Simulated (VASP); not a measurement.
Te2Mo:

```
Te Mo
1.0
     3.37480    1.94844    4.67243
    -3.37480    1.94844    4.67243
     0.00000   -3.89688    4.67243
Te Mo
4 2
Direct
  0.00000 0.00000 0.50000
  0.50000 0.00000 0.00000
  0.00000 0.50000 0.00000
  0.50000 0.50000 0.50000
  0.90142 0.90142 0.90142
  0.09858 0.09858 0.09858
```

| Item | Value |
| --- | --- |
| Program | VASP 6.6.1 |
| Task | relaxation of cell and atoms |
| Functional | PBE |
| Potentials or basis | VASP PAW PBE potentials, release 64 (Te, Mo_sv) |
| Cutoff | 600 eV |
| k mesh | 3 × 3 × 3 |
| Occupations | gaussian, width 0.1 eV |
| Spin | no spin polarisation |

At the start: pressure 38.9 GPa; volume 30.72 Å³/atom.

Task: How do energy, volume and symmetry change on relaxing?

Result: Over 28 steps the energy falls by 1766.7 meV/atom and the volume is 31.61 Å³/atom (+2.9 %); space group R-3m (No. 166, to 0.05 Å).

The path:
| step | energy change (eV) | largest force (eV/Å) | pressure (GPa) | volume (Å³) |
| --- | --- | --- | --- | --- |
| 1 | 0.0000 | 13.2230 | 38.92 | 184.34 |
| 2 | -0.4529 | 14.9417 | -0.42 | 457.73 |
| 3 | -8.1484 | 1.0763 | -3.63 | 275.69 |
| 4 | -8.4000 | 0.8202 | -2.69 | 265.33 |
| 5 | -8.5735 | 0.2932 | 0.79 | 243.04 |
| 6 | -8.5929 | 0.1123 | -0.41 | 249.14 |
| 7 | -8.5938 | 0.0259 | -0.15 | 247.72 |
| 8 | -8.6183 | 0.1615 | 0.16 | 246.14 |
| 9 | -8.6374 | 0.4624 | 0.73 | 243.36 |
| 10 | -8.6535 | 0.4567 | 0.52 | 244.53 |
| 11 | -8.6888 | 0.4334 | -0.08 | 247.96 |
| 12 | -8.7089 | 0.3478 | -1.21 | 254.47 |
| 13 | -8.7093 | 0.3778 | -0.94 | 252.92 |
| 14 | -8.7237 | 0.2958 | -0.89 | 252.42 |
| 15 | -8.7631 | 0.0701 | -0.80 | 250.76 |
| 16 | -8.8718 | 0.2891 | -0.87 | 246.66 |
| 17 | -9.2650 | 0.3307 | -2.04 | 235.22 |
| 18 | -10.4256 | 0.9395 | -1.87 | 198.21 |
| 19 | -10.2590 | 1.1725 | -3.04 | 209.15 |
| 20 | -10.4121 | 1.2288 | -2.18 | 200.78 |
| 21 | -10.1602 | 0.4209 | 7.01 | 172.90 |
| 22 | -10.5989 | 0.0952 | 0.08 | 189.45 |
| 23 | -10.5992 | 0.0662 | 0.19 | 189.07 |
| 24 | -10.5991 | 0.0492 | 0.25 | 188.84 |
| 25 | -10.5960 | 0.2300 | -0.50 | 190.84 |
| 26 | -10.5999 | 0.0429 | 0.01 | 189.45 |
| 27 | -10.5999 | 0.0406 | 0.02 | 189.44 |
| 28 | -10.6001 | 0.0020 | 0.00 | 189.66 |

Final structure:
```yaml
crystal:
  lattice:
    - [4.53116, 2.61607, 2.66662]
    - [-4.53116, 2.61607, 2.66662]
    - [0.00000, -5.23213, 2.66662]
  atoms:
    - { symbol: Te, position: [0.00000, 0.00000, 0.50000] }
    - { symbol: Te, position: [0.50000, 0.00000, 0.00000] }
    - { symbol: Te, position: [0.00000, 0.50000, 0.00000] }
    - { symbol: Te, position: [0.50000, 0.50000, 0.50000] }
    - { symbol: Mo, position: [0.85645, 0.85645, 0.85645] }
    - { symbol: Mo, position: [0.14355, 0.14355, 0.14355] }
```

Caveat: the k points lie up to 0.37 Å⁻¹ apart in the final cell.
